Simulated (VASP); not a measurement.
Write the native input for VASP 6.6.1 that does the following.

```yaml
Task: single point
Functional: PBE
Potentials_or_basis: VASP PAW PBE potentials, release 64 (B, As_d)
Cutoff: 600 eV
k_mesh: 6 × 6 × 2
Occupations: gaussian, width 0.1 eV
Spin: no spin polarisation
Dipole_correction: no
Further_INCAR_settings: ALGO = Normal; EDIFF = 1e-06; NBANDS = 48
```

The structure of BAs5 lies in POSCAR:

```
BAs5
1.0
    5.3675117754     -0.0000000037      0.0000000000
   -2.6837558845      4.6484015545      0.0000000000
    0.0000000000      0.0000000000      7.0363931275
B As
1 5
Direct
    0.0000000000      0.0000000000      0.0000000000
    0.5000000000      0.0000000000      0.5000000000
    0.0000000000      0.5000000000      0.5000000000
    0.5000000000      0.5000000000      0.5000000000
    0.0000000000      0.0000000000      0.2669094388
    0.0000000000      0.0000000000      0.7330905612
```

The cell was built from a structure type or drawn by symmetry, and may not be a known phase.

One way to write it, as run:

INCAR

```
ALGO     = Normal         # electronic algorithm
EDIFF    = 1E-6           # SCF threshold, eV
ENCUT    = 600            # plane-wave cutoff, eV
GGA      = PE             # functional
GGA_COMPAT= False        
ISIF     = 2              # what is computed and relaxed
ISMEAR   = 0              # smearing method
LASPH    = True           # aspherical terms in the spheres
LCHARG   = False          # write CHGCAR
LREAL    = False          # projectors in reciprocal space
LWAVE    = False          # write WAVECAR
NBANDS   = 48             # bands
NELM     = 120            # most SCF steps
PREC     = Accurate       # precision mode
SIGMA    = 0.1            # smearing width, eV
```

KPOINTS

```
k-points
0
Gamma
  6 6 2
```

Potentials or basis: VASP PAW PBE potentials, release 64 (B, As_d).

Command:

```sh
$ cat potpaw_PBE.64/B/POTCAR potpaw_PBE.64/As_d/POTCAR > POTCAR
$ mpirun -np 1 vasp_std > vasp.out
```

Results of the run:

| Item | Value |
| --- | --- |
| Pressure | 0.0 GPa |
| Largest force | 0.048 eV/Å |
| Band gap on the k mesh | zero (bands 39 and 40 overlap by 0.83 eV) |

Caveat: the k points lie up to 0.45 Å⁻¹ apart, too coarse for converged energies and pressures of a metal.

Run time: 2.1 min on 1 thread of AMD EPYC 7R13 Processor (Zen 3), on a shared host, peak memory 0.35 GiB.
